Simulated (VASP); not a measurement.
SiO2:

```xyz
3
Lattice="0.0000 2.2642 2.3556 2.2642 0.0000 2.3556 2.2642 2.2642 0.0000" Properties=species:S:1:pos:R:3 pbc="T T T"
Si    0.0000    0.0000    0.0000
O     1.1321    1.1321    1.1778
O     3.3963    3.3963    3.5335
```

This cell differs from its parent crystal: uniaxial z strain +4.0%.

Base run:

- Program: VASP 6.6.1
- Functional: r2SCAN
- Potentials or basis: VASP PAW PBE potentials, release 64 (Si, O)
- Cutoff: 520 eV
- k mesh: 10 × 10 × 10
- Occupations: gaussian, width 0.01 eV
- Spin: no spin polarisation

Its results: band gap on the k mesh 2.08 eV (least direct gap 2.17 eV); pressure -10.1 GPa.

Question: The run is repeated on the same cell with these changes: functional from r2SCAN to PBE; occupations from gaussian, width 0.01 eV to fermi-dirac, width 0.02 eV. What comes out?

Answer: Band gap on the k mesh 1.42 eV (least direct gap 1.58 eV); pressure -0.5 GPa.

Caveats: the cell stands under tension (at least some runs); the PAW data sets were made with another functional, which shifts forces and pressure a little (at least some runs).

A k mesh can miss the band edges.
